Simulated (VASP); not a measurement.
# Sb (Pnma) in VASP: single point with PBE

Aim: the single point of Sb with PBE.

Program: VASP 6.6.1. These are calculated values, not measurements. Logs are shortened: lines on timing, memory, paths and dates and some standing lists are left out, and cuts for length are marked.

## 1. The cell of the first run

Symmetry: Pnma, No. 62, orthorhombic system. The conventional cell has a = 12.729 Å, b = 4.353 Å, c = 4.596 Å, α = 90.00°, β = 90.00°, γ = 90.00°. Within 3.9 Å of Sb (site symmetry m) lie 6 Sb at 2.94 to 3.41 Å. Sb (site symmetry m) has 6 Sb at 2.94 to 3.41 Å within 3.9 Å.

The cell was generated, and may not be a known phase.

## 2. Single point, PBE

The input, INCAR:

```
PREC = Accurate
ENCUT = 520
EDIFF = 1E-6
ISMEAR = 0
SIGMA = 0.1
LREAL = F
LASPH = T
NELM = 60
ALGO = Fast
ISIF = 2
LWAVE = F
LCHARG = T
GGA = PE
LELF = T
LVHAR = T
NBANDS = 30
```

The input, KPOINTS:

```
regular mesh
0
Gamma
  4 10 8
```

The input, POSCAR:

```
Sb
1.0
   12.7286797870      0.0000000000      0.0000000000
    0.0000000000      4.3527792054      0.0000000000
    0.0000000000      0.0000000000      4.5960189306
Sb
8
Direct
    0.1281564285      0.2500000000      0.3221718332
    0.3718435715      0.7500000000      0.8221718332
    0.6281564285      0.2500000000      0.1778281668
    0.8718435715      0.7500000000      0.6778281668
    0.1384939918      0.7500000000      0.7527571293
    0.3615060082      0.2500000000      0.2527571293
    0.6384939918      0.7500000000      0.7472428707
    0.8615060082      0.2500000000      0.2472428707
```

Potentials or basis: VASP PAW PBE potentials, release 64 (Sb).

Run with:

```sh
cat potpaw_PBE.64/Sb/POTCAR > POTCAR
mpirun -np 1 vasp_std > vasp.out
```

OUTCAR:

```text
PREC = Accurate
   ENCUT = 520
   EDIFF = 1E-6
   ISMEAR = 0
   LREAL = F
   LASPH = T
   NELM = 60
   ISIF = 2
   GGA = PE

 ion  position               nearest neighbor table
   1  0.128  0.250  0.322-   5 2.94   5 2.94   6 2.99   5 3.41   5 3.41   8 3.41
   2  0.372  0.750  0.822-   6 2.94   6 2.94   5 2.99   6 3.41   6 3.41   7 3.41
   3  0.628  0.250  0.178-   7 2.94   7 2.94   8 2.99   7 3.41   7 3.41   6 3.41
   4  0.872  0.750  0.678-   8 2.94   8 2.94   7 2.99   8 3.41   8 3.41   5 3.41
   5  0.138  0.750  0.753-   1 2.94   1 2.94   2 2.99   1 3.41   1 3.41   4 3.41
   6  0.362  0.250  0.253-   2 2.94   2 2.94   1 2.99   2 3.41   2 3.41   3 3.41
   7  0.638  0.750  0.747-   3 2.94   3 2.94   4 2.99   3 3.41   3 3.41   2 3.41
   8  0.862  0.250  0.247-   4 2.94   4 2.94   3 2.99   4 3.41   4 3.41   1 3.41

  LATTYP: Found a simple orthorhombic cell.
 ALAT       =     4.3527792054
 B/A-ratio  =     1.0558814757
 C/A-ratio  =     2.9242649779

  Lattice vectors:

 A1 = (   0.0000000000,   4.3527792054,   0.0000000000)
 A2 = (   0.0000000000,   0.0000000000,   4.5960189306)
 A3 = (  12.7286797870,   0.0000000000,   0.0000000000)

Analysis of symmetry for initial positions (statically):
=====================================================================
 Subroutine PRICEL returns:
 Original cell was already a primitive cell.

 Routine SETGRP: Setting up the symmetry group for a
 simple orthorhombic supercell.

 Subroutine GETGRP returns: Found  8 space group operations
 (whereof  2 operations were pure point group operations)
 out of a pool of  8 trial point group operations.

The static configuration has the point symmetry S_2 .
 The point group associated with its full space group is D_2h.

Analysis of symmetry for dynamics (positions and initial velocities):
=====================================================================
 Subroutine PRICEL returns:
 Original cell was already a primitive cell.

 Routine SETGRP: Setting up the symmetry group for a
 simple orthorhombic supercell.

 Subroutine GETGRP returns: Found  8 space group operations
 (whereof  2 operations were pure point group operations)
 out of a pool of  8 trial point group operations.

The dynamic configuration has the point symmetry S_2 .
 The point group associated with its full space group is D_2h.

 Subroutine INISYM returns: Found  8 space group operations
 (whereof  2 operations are pure point group operations),
 and found     1 'primitive' translations

----------------------------------------------------------------------------------------

                                     Primitive cell

  volume of cell :     254.6430

  direct lattice vectors                    reciprocal lattice vectors
    12.728679787  0.000000000  0.000000000     0.078562743  0.000000000  0.000000000
     0.000000000  4.352779205  0.000000000     0.000000000  0.229738278  0.000000000
     0.000000000  0.000000000  4.596018931     0.000000000  0.000000000  0.217579609

  length of vectors
    12.728679787  4.352779205  4.596018931     0.078562743  0.229738278  0.217579609

  position of ions in fractional coordinates (direct lattice)
     0.128156428  0.250000000  0.322171833
     0.371843572  0.750000000  0.822171833
     0.628156428  0.250000000  0.177828167
     0.871843572  0.750000000  0.677828167
     0.138493992  0.750000000  0.752757129
     0.361506008  0.250000000  0.252757129
     0.638493992  0.750000000  0.747242871
     0.861506008  0.250000000  0.247242871

  ion indices of the primitive-cell ions
   primitive index   ion index
                 1           1
                 2           2
                 3           3
                 4           4
                 5           5
                 6           6
                 7           7
                 8           8

----------------------------------------------------------------------------------------

 KPOINTS: regular mesh

Automatic generation of k-mesh.
 Grid dimensions read from file:
 generate k-points for:    4   10    8

 Generating k-lattice:

  Cartesian coordinates                     Fractional coordinates (reciprocal lattice)
     0.019640686  0.000000000  0.000000000     0.250000000  0.000000000  0.000000000
     0.000000000  0.022973828  0.000000000     0.000000000  0.100000000  0.000000000
     0.000000000  0.000000000  0.027197451     0.000000000  0.000000000  0.125000000

  Length of vectors
     0.019640686  0.022973828  0.027197451

  Shift w.r.t. Gamma in fractional coordinates (k-lattice)
     0.000000000  0.000000000  0.000000000

 Subroutine IBZKPT returns following result:
 ===========================================

 Found     90 irreducible k-points:

 Following reciprocal coordinates:
            Coordinates               Weight
  0.000000  0.000000  0.000000      1.000000
  0.250000  0.000000  0.000000      2.000000
  0.500000  0.000000  0.000000      1.000000
  0.000000  0.100000  0.000000      2.000000
  0.250000  0.100000  0.000000      4.000000
  0.500000  0.100000  0.000000      2.000000
[... 16 lines left out ...]
  0.250000  0.100000  0.125000      8.000000
  0.500000  0.100000  0.125000      4.000000
 [... further k-points ...]
   k-points           NKPTS =     90   k-points in BZ     NKDIM =     90   number of bands    NBANDS=     30
   number of dos      NEDOS =    301   number of ions     NIONS =      8
   total plane-waves  NPLWV = 110592
   dimension x,y,z NGX =    96 NGY =   32 NGZ =   36
   dimension x,y,z NGXF=   192 NGYF=   64 NGZF=   72
   ions per type =               8
   NGX,Y,Z   is equivalent  to a cutoff of  12.54, 12.22, 13.02 a.u.
   NGXF,Y,Z  is equivalent  to a cutoff of  25.08, 24.44, 26.04 a.u.
 SYSTEM =  unknown system
   PREC   = accura    normal or accurate (medium, high low for compatibility)
   ISTART =      0    job   : 0-new  1-cont  2-samecut
   ICHARG =      2    charge: 1-file 2-atom 10-const
   ISPIN  =      1    spin polarized calculation?
   LNONCOLLINEAR =      F non collinear calculations
   LSORBIT =      F    spin-orbit coupling
   LASPH  =      T    aspherical Exc in radial PAW
   ENCUT  =  520.0 eV  38.22 Ry    6.18 a.u.  23.67  8.09  8.55*2*pi/ulx,y,z
   NELM   =     60;   NELMIN=  2; NELMDL= -5     # of ELM steps
   EDIFF  = 0.1E-05   stopping-criterion for ELM
   LREAL  =      F    real-space projection
   EDIFFG = 0.1E-04   stopping-criterion for IOM
   NSW    =      0    number of steps for IOM
   IBRION =     -1    ionic relax: 0-MD 1-quasi-New 2-CG
   NFREE  =      0    steps in history (QN), initial steepest desc. (CG)
   ISIF   =      2    stress and relaxation
   ISYM   =      2    0-nonsym 1-usesym 2-fastsym
   POTIM  = 0.5000    time-step for ionic-motion
   TEBEG  =    0.0;   TEEND  =   0.0 temperature during run
   PSTRESS=    0.0 pullay stress
   NELECT =      40.0000    total number of electrons
   NUPDOWN=      -1.0000    fix difference up-down
   EMIN   =  10.00;   EMAX   =-10.00  energy-range for DOS
   EFERMI =   0.00;   METHOD = LEGACY
   ISMEAR =     0;   SIGMA  =   0.10  broadening in eV -4-tet -1-fermi 0-gaus
   EFERMI_NEDOS =   21; number of points for ismear=-14 and -15
   IALGO  =     68    algorithm
   IMIX   =      4    mixing-type and parameters
     AMIX     =   0.40;   BMIX     =  1.00
     AMIX_MAG =   1.60;   BMIX_MAG =  1.00
  volume/ion in A,a.u.               =      31.83       214.80
  Fermi-wavevector in a.u.,A,eV,Ry     =   0.883319  1.669231 10.615978  0.780252
  Thomas-Fermi vector in A             =   2.004069
   LORBIT       =      0    0 simple, 1 ext, 2 COOP (PROOUT), +10 PAW based schemes
   GGA     = PE    functional components
   LHFCALC =     F    Hartree Fock is set to
   AEXX    =    0.0000 exact exchange contribution
   IVDW    =     0    specifies the selected vdW correction
   LEPSILON=     F    determine dielectric tensor
   LRPA    =     F    only Hartree local field effects (RPA)
 non-spin polarized calculation
 RMM-DIIS sequential band-by-band and
 Gauss-broadening in eV      SIGMA  =   0.10
  energy-cutoff  :      520.00
  volume of cell :      254.64
 maximum number of plane-waves:      6896
 NGX is ok and might be reduce to    96
   NGX = 47   NGY = 17   NGZ = 17

 number of electron      39.9999992 magnetization

 Free energy of the ion-electron system (eV)
  ---------------------------------------------------
  ext. energy  EPLUGINS =         0.00000000
  ---------------------------------------------------
  free energy    TOTEN  =       -32.76727824 eV

  energy without entropy =      -32.76078381  energy(sigma->0) =      -32.76403102

 E-fermi :   6.4605     XC(G=0):  -9.2964

 val. band max:        6.4581429494   @ k =   0.0000   0.2000   0.3750
 cond. band min:       6.4825522249   @ k =   0.0000   0.1000   0.2500
 fundamental gap:      0.0244092755
 Fermi energy:         6.4604772343

 k-point     1 :       0.0000    0.0000    0.0000
  band No.  band energies     occupation
      1      -5.7467      2.00000
      2      -5.2671      2.00000
      3      -4.5352      2.00000
      4      -3.5619      2.00000
      5      -1.0202      2.00000
      6      -0.5887      2.00000
[... 22 lines left out ...]
     29       9.9060      0.00000
     30      10.6183      0.00000

 k-point     2 :       0.2500    0.0000    0.0000
  band No.  band energies     occupation
      1      -5.7013      2.00000
      2      -5.3853      2.00000
      3      -4.3557      2.00000
      4      -3.6933      2.00000
      5      -0.9767      2.00000
      6      -0.6855      2.00000
[... 22 lines left out ...]
     29      10.1006      0.00000
     30      10.7349      0.00000

 k-point     3 :       0.5000    0.0000    0.0000
  band No.  band energies     occupation
      1      -5.5710      2.00000
      2      -5.5710      2.00000
      3      -4.0088      2.00000
      4      -4.0088      2.00000
      5      -0.8534      2.00000
      6      -0.8534      2.00000
[... 682 lines left out ...]
     29       9.7334      0.00000
     30       9.8725      0.00000

 k-point    24 :       0.5000    0.1000    0.1250
  band No.  band energies     occupation
      1      -5.4037      2.00000
      2      -5.4037      2.00000
      3      -3.8586      2.00000
      4      -3.8586      2.00000
      5      -1.3231      2.00000
      6      -1.3231      2.00000
[... 22 lines left out ...]
     29       9.9305      0.00000
     30       9.9306      0.00000

 [... further k-points ...]
[... 5 lines left out ...]
  --------------------------------------------------------------------------------------
  -------------------------------------------------------------------------------------
  Total        0.0660200      0.1044634      0.0815593      0.0000000     -0.0000000      0.0000000
  in kB        0.4153883      0.6572688      0.5131593      0.0000000     -0.0000000      0.0000000
  external PRESSURE =       0.5286055 kB  Pullay stress =       0.0000000 kB

 VOLUME and BASIS-vectors are now :
 -----------------------------------------------------------------------------
  energy-cutoff  :      520.00
  volume of cell :      254.64
      direct lattice vectors                 reciprocal lattice vectors
    12.728679787  0.000000000  0.000000000     0.078562743  0.000000000  0.000000000
     0.000000000  4.352779205  0.000000000     0.000000000  0.229738278  0.000000000
     0.000000000  0.000000000  4.596018931     0.000000000  0.000000000  0.217579609

 POSITION                                       TOTAL-FORCE (eV/Angst)
 -----------------------------------------------------------------------------------
      1.63126      1.08819      1.48071        -0.025446      0.000000     -0.028140
      4.73308      3.26458      3.77872         0.025446     -0.000000     -0.028140
      7.99560      1.08819      0.81730        -0.025446      0.000000      0.028140
     11.09742      3.26458      3.11531         0.025446      0.000000      0.028140
      1.76285      3.26458      3.45969        -0.020796     -0.000000      0.027712
      4.60149      1.08819      1.16168         0.020796      0.000000      0.027712
      8.12719      3.26458      3.43434        -0.020796     -0.000000     -0.027712
     10.96583      1.08819      1.13633         0.020796      0.000000     -0.027712
 -----------------------------------------------------------------------------------
    total drift:                                0.000000      0.000000     -0.000000

  FREE ENERGIE OF THE ION-ELECTRON SYSTEM (eV)
  ---------------------------------------------------
  free  energy   TOTEN  =       -32.7672782371 eV

  energy  without entropy=      -32.7607838059  energy(sigma->0) =      -32.76403102
```

Wall time 11 min (1 thread of Oxide Virtual Turin-like, shared host); peak memory 0.61 GiB.

Results:

```yaml
Free_energy: -32.7673 eV
Pressure: 0.1 GPa
Largest_force: 0.038 eV/Å
Band_gap_on_the_k_mesh: zero (bands 20 and 21 overlap by 0.28 eV)
```

Forces in eV/Å, atoms in the order of the input:
```
Sb  -0.025  0.000 -0.028
Sb   0.025  0.000 -0.028
Sb  -0.025  0.000  0.028
Sb   0.025  0.000  0.028
Sb  -0.021  0.000  0.028
Sb   0.021  0.000  0.028
Sb  -0.021  0.000 -0.028
Sb   0.021  0.000 -0.028
```

Caveat: spin-orbit coupling is left out, which moves the levels of the heavy elements.

The gap in the log of VASP goes by the Fermi energy; the results here count the filled bands.